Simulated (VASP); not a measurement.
# VRhBr2 (P6_3/mmc) in VASP: notebook

The runs below take VRhBr2 through single point, with PBE.

Everything below comes from runs of VASP 6.6.1. Logs are shortened: lines on timing, memory, paths and dates and some standing lists are left out, and cuts for length are marked.

## 1. The cell of the first run

Symmetry: P6_3/mmc, No. 194, hexagonal system. Conventional cell: a = 3.166 Å, b = 3.166 Å, c = 16.204 Å, α = 90.00°, β = 90.00°, γ = 120.00°. Within 3.4 Å of V (site symmetry -6m2) lie 6 Br at 2.54 Å and 6 V at 3.17 Å. Within 3.9 Å of Rh (site symmetry -3m) lie 6 Br at 2.92 Å and 6 Rh at 3.17 Å. Within 3.4 Å of Br (site symmetry 3m) lie 3 V at 2.54 Å and 3 Rh at 2.92 Å and 6 Br at 3.17 Å.

## 2. Single point, PBE, collinear spin, ferromagnetic start

Input file INCAR:

```
SYSTEM = VRhBr2
PREC     = Accurate       ! precision mode
ENCUT    = 520            ! plane-wave cutoff, eV
EDIFF    = 1E-6           ! SCF threshold, eV
ISMEAR   = 0              ! smearing method
SIGMA    = 0.1            ! smearing width, eV
LREAL    = .False.        ! projectors in reciprocal space
LASPH    = .True.         ! aspherical terms in the spheres
NELM     = 150            ! most SCF steps
ALGO     = Normal         ! electronic algorithm
ISIF     = 2              ! what is computed and relaxed
LWAVE    = .False.        ! write WAVECAR
LCHARG   = .True.         ! write CHGCAR
ISPIN    = 2              ! spin polarisation
MAGMOM   = 3.61 3.61 0 0 0 0 0 0 ! initial moments
LORBIT   = 11             ! projections on sites
LMAXMIX  = 4              ! l up to which the mixer works
GGA      = PE             ! functional
LELF     = .True.         ! ELF
LVHAR    = .True.       
NBANDS   = 56             ! bands
```

Input file KPOINTS:

```
regular mesh
0
Gamma
  6 6 1
  0 0 0
```

Input file POSCAR:

```
VRhBr2
1.0
    3.1664673530      0.0000000000      0.0000000000
   -1.5832336765      2.7422411679      0.0000000000
    0.0000000000      0.0000000000     16.2038679506
V Rh Br
2 2 4
Direct
    0.3333333333      0.6666666667      0.7500000000
    0.6666666667      0.3333333333      0.2500000000
    0.0000000000      0.0000000000      0.5000000000
    0.0000000000      0.0000000000      0.0000000000
    0.3333333333      0.6666666667      0.3591699233
    0.6666666667      0.3333333333      0.8591699233
    0.6666666667      0.3333333333      0.6408300767
    0.3333333333      0.6666666667      0.1408300767
```

Potentials or basis: VASP PAW PBE potentials, release 64 (V_sv, Rh_pv, Br).

Started as:

```bash
> cat potpaw_PBE.64/V_sv/POTCAR potpaw_PBE.64/Rh_pv/POTCAR potpaw_PBE.64/Br/POTCAR > POTCAR
> mpirun -np 1 vasp_std > vasp.out
```

OUTCAR:

```text
SYSTEM = VRhBr2
   PREC = Accurate
   ENCUT = 520
   EDIFF = 1E-6
   ISMEAR = 0
   LREAL = .False.
   LASPH = .True.
   NELM = 150
   ISIF = 2
   ISPIN = 2
   LORBIT = 11
   GGA = PE

 ion  position               nearest neighbor table
   1  0.333  0.667  0.750-   6 2.54   7 2.54   6 2.54   7 2.54   6 2.54   7 2.54
   2  0.667  0.333  0.250-   5 2.54   8 2.54   5 2.54   8 2.54   5 2.54   8 2.54
   3  0.000  0.000  0.500-   5 2.92   7 2.92   5 2.92   7 2.92   7 2.92   5 2.92
   4  0.000  0.000  0.000-   6 2.92   8 2.92   8 2.92   6 2.92   6 2.92   8 2.92
   5  0.333  0.667  0.359-   2 2.54   2 2.54   2 2.54   3 2.92   3 2.92   3 2.92
   6  0.667  0.333  0.859-   1 2.54   1 2.54   1 2.54   4 2.92   4 2.92   4 2.92
   7  0.667  0.333  0.641-   1 2.54   1 2.54   1 2.54   3 2.92   3 2.92   3 2.92
   8  0.333  0.667  0.141-   2 2.54   2 2.54   2 2.54   4 2.92   4 2.92   4 2.92

  LATTYP: Found a hexagonal cell.
 ALAT       =     3.1664673530
 C/A-ratio  =     5.1173330226

  Lattice vectors:

 A1 = (   3.1664673530,   0.0000000000,   0.0000000000)
 A2 = (  -1.5832336765,   2.7422411679,   0.0000000000)
 A3 = (   0.0000000000,   0.0000000000,  16.2038679506)

Analysis of symmetry for initial positions (statically):
=====================================================================
 Subroutine PRICEL returns:
 Original cell was already a primitive cell.

 Routine SETGRP: Setting up the symmetry group for a
 hexagonal supercell.

 Subroutine GETGRP returns: Found 24 space group operations
 (whereof 12 operations were pure point group operations)
 out of a pool of 24 trial point group operations.

The static configuration has the point symmetry D_3d.
 The point group associated with its full space group is D_6h.

Analysis of symmetry for dynamics (positions and initial velocities):
=====================================================================
 Subroutine PRICEL returns:
 Original cell was already a primitive cell.

 Routine SETGRP: Setting up the symmetry group for a
 hexagonal supercell.

 Subroutine GETGRP returns: Found 24 space group operations
 (whereof 12 operations were pure point group operations)
 out of a pool of 24 trial point group operations.

The dynamic configuration has the point symmetry D_3d.
 The point group associated with its full space group is D_6h.

Analysis of structural, dynamic, and magnetic symmetry:
=====================================================================
 Subroutine PRICEL returns:
 Original cell was already a primitive cell.

 Routine SETGRP: Setting up the symmetry group for a
 hexagonal supercell.

 Subroutine GETGRP returns: Found 24 space group operations
 (whereof 12 operations were pure point group operations)
 out of a pool of 24 trial point group operations.

The overall configuration has the point symmetry D_3d.
 The point group associated with its full space group is D_6h.

 Subroutine INISYM returns: Found 24 space group operations
 (whereof 12 operations are pure point group operations),
 and found     1 'primitive' translations

----------------------------------------------------------------------------------------

                                     Primitive cell

  volume of cell :     140.7017

  direct lattice vectors                    reciprocal lattice vectors
     3.166467353  0.000000000  0.000000000     0.315809351  0.182332614  0.000000000
    -1.583233676  2.742241168  0.000000000     0.000000000  0.364665228  0.000000000
     0.000000000  0.000000000 16.203867951     0.000000000  0.000000000  0.061713660

  length of vectors
     3.166467353  3.166467353 16.203867951     0.364665228  0.364665228  0.061713660

  position of ions in fractional coordinates (direct lattice)
     0.333333333  0.666666667  0.750000000
     0.666666667  0.333333333  0.250000000
     0.000000000  0.000000000  0.500000000
     0.000000000  0.000000000  0.000000000
     0.333333333  0.666666667  0.359169923
     0.666666667  0.333333333  0.859169923
     0.666666667  0.333333333  0.640830077
     0.333333333  0.666666667  0.140830077

  ion indices of the primitive-cell ions
[... 47 lines left out ...]
   total plane-waves  NPLWV =  72576
   dimension x,y,z NGX =    24 NGY =   24 NGZ =  126
   dimension x,y,z NGXF=    48 NGYF=   48 NGZF=  252
   ions per type =               2   2   4
   NGX,Y,Z   is equivalent  to a cutoff of  12.60, 12.60, 12.93 a.u.
   NGXF,Y,Z  is equivalent  to a cutoff of  25.20, 25.20, 25.85 a.u.
 SYSTEM =  VRhBr2
   PREC   = accura    normal or accurate (medium, high low for compatibility)
   ISTART =      0    job   : 0-new  1-cont  2-samecut
   ICHARG =      2    charge: 1-file 2-atom 10-const
   ISPIN  =      2    spin polarized calculation?
   LNONCOLLINEAR =      F non collinear calculations
   LSORBIT =      F    spin-orbit coupling
   LASPH  =      T    aspherical Exc in radial PAW
   ENCUT  =  520.0 eV  38.22 Ry    6.18 a.u.   5.89  5.89 30.13*2*pi/ulx,y,z
   NELM   =    150;   NELMIN=  2; NELMDL= -5     # of ELM steps
   EDIFF  = 0.1E-05   stopping-criterion for ELM
   LREAL  =      F    real-space projection
   EDIFFG = 0.1E-04   stopping-criterion for IOM
   NSW    =      0    number of steps for IOM
   IBRION =     -1    ionic relax: 0-MD 1-quasi-New 2-CG
   NFREE  =      0    steps in history (QN), initial steepest desc. (CG)
   ISIF   =      2    stress and relaxation
   ISYM   =      2    0-nonsym 1-usesym 2-fastsym
   POTIM  = 0.5000    time-step for ionic-motion
   TEBEG  =    0.0;   TEEND  =   0.0 temperature during run
   PSTRESS=    0.0 pullay stress
   NELECT =      84.0000    total number of electrons
   NUPDOWN=      -1.0000    fix difference up-down
   EMIN   =  10.00;   EMAX   =-10.00  energy-range for DOS
   EFERMI =   0.00;   METHOD = LEGACY
   ISMEAR =     0;   SIGMA  =   0.10  broadening in eV -4-tet -1-fermi 0-gaus
   EFERMI_NEDOS =   21; number of points for ismear=-14 and -15
   IALGO  =     38    algorithm
   IMIX   =      4    mixing-type and parameters
     AMIX     =   0.40;   BMIX     =  1.00
     AMIX_MAG =   1.60;   BMIX_MAG =  1.00
  volume/ion in A,a.u.               =      17.59       118.69
  Fermi-wavevector in a.u.,A,eV,Ry     =   1.378483  2.604956 25.854007  1.900216
  Thomas-Fermi vector in A             =   2.503541
   LORBIT       =     11    0 simple, 1 ext, 2 COOP (PROOUT), +10 PAW based schemes
   GGA     = PE    functional components
   LHFCALC =     F    Hartree Fock is set to
   AEXX    =    0.0000 exact exchange contribution
   IVDW    =     0    specifies the selected vdW correction
   LEPSILON=     F    determine dielectric tensor
   LRPA    =     F    only Hartree local field effects (RPA)
 spin polarized calculation
 Gauss-broadening in eV      SIGMA  =   0.10
  energy-cutoff  :      520.00
  volume of cell :      140.70
 maximum number of plane-waves:      3804
 NGX is ok and might be reduce to    24
   NGX = 11   NGY = 11   NGZ = 61

 number of electron      84.0000024 magnetization       0.5189364

 Free energy of the ion-electron system (eV)
  ---------------------------------------------------
  ext. energy  EPLUGINS =         0.00000000
  ---------------------------------------------------
  free energy    TOTEN  =       -36.80202540 eV

  energy without entropy =      -36.77495108  energy(sigma->0) =      -36.78848824

 E-fermi :   7.9364     XC(G=0): -11.5346

 val. band max:        7.9243838656   @ k =   0.5000  -0.0000   0.0000
 cond. band min:       7.9982304851   @ k =   0.1667   0.1667   0.0000
 fundamental gap:      0.0738466195
 Fermi energy:         7.9363641368

 spin component 1

 k-point     1 :       0.0000    0.0000    0.0000
  band No.  band energies     occupation
      1     -56.7081      1.00000
      2     -56.7081      1.00000
      3     -37.4081      1.00000
      4     -37.4081      1.00000
      5     -37.4081      1.00000
      6     -37.4081      1.00000
[... 388 lines left out ...]
     53      12.6765      0.00000
     54      12.6765      0.00000
 Fermi energy:         7.9363641368

 spin component 2

 k-point     1 :       0.0000    0.0000    0.0000
  band No.  band energies     occupation
      1     -56.8547      1.00000
      2     -56.8547      1.00000
      3     -37.0485      1.00000
      4     -37.0485      1.00000
      5     -37.0485      1.00000
      6     -37.0485      1.00000
[... 388 lines left out ...]
     53      12.7064      0.00000
     54      12.7064      0.00000
 [bands above 54 left out]

------------------------ aborting loop because EDIFF is reached ----------------------------------------

  FORCE on cell =-STRESS in cart. coord.  units (eV):
  Direction    XX          YY          ZZ          XY          YZ          ZX
  --------------------------------------------------------------------------------------
  -------------------------------------------------------------------------------------
  Total        0.0656339      0.0656339      0.0480290      0.0000000      0.0000000      0.0000000
  in kB        0.7473766      0.7473766      0.5469086      0.0000000      0.0000000      0.0000000
  external PRESSURE =       0.6805540 kB  Pullay stress =       0.0000000 kB

 VOLUME and BASIS-vectors are now :
 -----------------------------------------------------------------------------
  energy-cutoff  :      520.00
  volume of cell :      140.70
      direct lattice vectors                 reciprocal lattice vectors
     3.166467353  0.000000000  0.000000000     0.315809351  0.182332614  0.000000000
    -1.583233676  2.742241168  0.000000000     0.000000000  0.364665228  0.000000000
     0.000000000  0.000000000 16.203867951     0.000000000  0.000000000  0.061713660

 POSITION                                       TOTAL-FORCE (eV/Angst)
 -----------------------------------------------------------------------------------
     -0.00000      1.82816     12.15290        -0.000000      0.000000      0.000000
      1.58323      0.91408      4.05097         0.000000      0.000000      0.000000
      0.00000      0.00000      8.10193        -0.000000      0.000000      0.000000
      0.00000      0.00000      0.00000        -0.000000      0.000000      0.000000
     -0.00000      1.82816      5.81994         0.000000      0.000000      0.012184
      1.58323      0.91408     13.92188        -0.000000     -0.000000      0.012184
      1.58323      0.91408     10.38393         0.000000     -0.000000     -0.012184
     -0.00000      1.82816      2.28199        -0.000000      0.000000     -0.012184
 -----------------------------------------------------------------------------------
    total drift:                               -0.000001      0.000000     -0.000000

  FREE ENERGIE OF THE ION-ELECTRON SYSTEM (eV)
  ---------------------------------------------------
  free  energy   TOTEN  =       -36.8020254009 eV

  energy  without entropy=      -36.7749510831  energy(sigma->0) =      -36.78848824

 total charge

# of ion       s       p       d       tot
------------------------------------------
    1        2.193   6.156   3.118  11.467
    2        2.193   6.156   3.118  11.467
    3        0.211   6.080   7.281  13.572
    4        0.211   6.080   7.281  13.572
    5        1.635   3.152   0.097   4.885
    6        1.635   3.152   0.097   4.885
    7        1.635   3.152   0.097   4.885
    8        1.635   3.152   0.097   4.885
--------------------------------------------------
tot         11.348  37.081  21.187  69.616

 magnetization (x)

# of ion       s       p       d       tot
------------------------------------------
    1       -0.001  -0.001  -0.142  -0.144
    2       -0.001  -0.001  -0.142  -0.144
    3       -0.002  -0.001   0.409   0.406
    4       -0.002  -0.001   0.409   0.406
    5        0.000   0.012  -0.002   0.010
    6        0.000   0.012  -0.002   0.010
    7        0.000   0.012  -0.002   0.010
    8        0.000   0.012  -0.002   0.010
--------------------------------------------------
tot         -0.007   0.044   0.526   0.562
```

It took 2.3 min on 1 thread of Intel Xeon Platinum 8488C (Sapphire Rapids), shared host; peak memory 0.35 GiB.

Results:

```
Free energy                                           : -36.8020 eV
Pressure                                              : 0.1 GPa
Largest force                                         : 0.012 eV/Å
Net moment                                            : 0.52 μB per cell
Site moments                                          : V -0.14; Rh +0.41; Br +0.01 μB
Valence electrons inside the program's atomic spheres : V 11.47; Rh 13.57; Br 4.88
```

Forces in eV/Å, atoms in the order of the input:
```
V    0.000  0.000  0.000
V    0.000  0.000  0.000
Rh   0.000  0.000  0.000
Rh   0.000  0.000  0.000
Br   0.000  0.000  0.012
Br   0.000  0.000  0.012
Br   0.000  0.000 -0.012
Br   0.000  0.000 -0.012
```

Caveat: the k points lie up to 0.39 Å⁻¹ apart; a moment this small can come from the mesh or the smearing; semilocal functionals often make such compounds metallic where correlation or magnetic order opens a gap, which also shifts bond lengths.

## 3. Single point, PBE, collinear spin, ferromagnetic start

This run uses another cell than the first one, of 19.93 Å³/atom.

Input file INCAR:

```
PREC = Accurate
ENCUT = 520
EDIFF = 1E-6
ISMEAR = 0
SIGMA = 0.1
LREAL = False
LASPH = True
NELM = 150
ALGO = Normal
ISIF = 2
LWAVE = False
LCHARG = False
ISPIN = 2
MAGMOM = 2 2 1 1 0 0 0 0
LORBIT = 11
LMAXMIX = 4
GGA = PE
NBANDS = 56
```

Input file KPOINTS:

```
Automatic mesh
0
Gamma
  6 6 2
```

Input file POSCAR:

```
VRhBr2
1.0
    3.4521687483      0.0000000000      0.0000000000
   -1.7260843742      2.9896658342      0.0000000000
    0.0000000000      0.0000000000     15.4502657268
V Rh Br
2 2 4
Direct
    0.3333333333      0.6666666667      0.7500000000
    0.6666666667      0.3333333333      0.2500000000
    0.0000000000      0.0000000000      0.5000000000
    0.0000000000      0.0000000000      0.0000000000
    0.3333333333      0.6666666667      0.4140000000
    0.6666666667      0.3333333333      0.9140000000
    0.6666666667      0.3333333333      0.5860000000
    0.3333333333      0.6666666667      0.0860000000
```

Potentials or basis: VASP PAW PBE potentials, release 64 (V_sv, Rh_pv, Br).

Started as:

```bash
> cat potpaw_PBE.64/V_sv/POTCAR potpaw_PBE.64/Rh_pv/POTCAR potpaw_PBE.64/Br/POTCAR > POTCAR
> mpirun -np 1 vasp_std > vasp.out
```

It took 7.5 min on 1 thread of Intel Xeon Platinum 8488C (Sapphire Rapids), shared host; peak memory 0.49 GiB.

It converged, with:

```
Free energy                                           : -30.4524 eV
Pressure                                              : 13.3 GPa
Largest force                                         : 3.707 eV/Å
Net moment                                            : 0.14 μB per cell
Site moments                                          : V +0.04; Rh +0.01; Br -0.00 μB
Valence electrons inside the program's atomic spheres : V 11.15; Rh 14.12; Br 4.92
```

Forces on the atoms (eV/Å):
```
V    0.000  0.000  0.000
V    0.000  0.000  0.000
Rh   0.000  0.000  0.000
Rh   0.000  0.000  0.000
Br   0.000  0.000 -3.707
Br   0.000  0.000 -3.707
Br   0.000  0.000  3.707
Br   0.000  0.000  3.707
```

Stress tensor (GPa, compression positive):
```
12.79  0.00  0.00
 0.00 12.79  0.00
 0.00  0.00 14.29
```

Levels at points of the mesh, in eV from the Fermi level:
Spin up:
| k point | band 38 | band 39 | band 40 | band 41 | band 42 | band 43 | band 44 | band 45 | band 46 | band 47 |
| --- | --- | --- | --- | --- | --- | --- | --- | --- | --- | --- |
| (0.00, 0.00, 0.00) | -1.41 | -0.10 | -0.10 | 0.03 | 0.03 | 0.16 | 0.55 | 0.55 | 0.88 | 0.91 |
| (0.50, 0.00, 0.00) | -1.00 | -0.32 | -0.17 | 0.04 | 0.12 | 0.21 | 0.41 | 0.76 | 0.79 | 0.99 |
| (0.00, 0.00, 0.50) | -1.51 | -0.04 | -0.04 | -0.04 | -0.04 | 0.44 | 0.44 | 0.70 | 0.70 | 0.70 |
| (0.50, 0.00, 0.50) | -1.02 | -0.19 | -0.19 | -0.02 | -0.02 | 0.37 | 0.37 | 0.76 | 0.76 | 0.98 |
Spin down:
| k point | band 39 | band 40 | band 41 | band 42 | band 43 | band 44 | band 45 | band 46 |
| --- | --- | --- | --- | --- | --- | --- | --- | --- |
| (0.00, 0.00, 0.00) | 0.10 | 0.10 | 0.12 | 0.12 | 0.25 | 0.25 | 0.30 | 0.30 |
| (0.50, 0.00, 0.00) | -0.58 | -0.40 | -0.19 | 0.14 | 0.15 | 0.66 | 0.73 | 0.81 |
| (0.00, 0.00, 0.50) | 0.10 | 0.10 | 0.10 | 0.10 | 0.28 | 0.28 | 0.28 | 0.28 |
| (0.50, 0.00, 0.50) | -0.51 | -0.51 | -0.05 | -0.05 | 0.43 | 0.43 | 0.86 | 0.86 |

Caveat: the cell stands under pressure; the moments typed at the start vanished in this run; semilocal functionals often make such compounds metallic where correlation or magnetic order opens a gap, which also shifts bond lengths; forces of over 1 eV/Å act on the atoms, so gaps and moduli don't describe the material at rest.
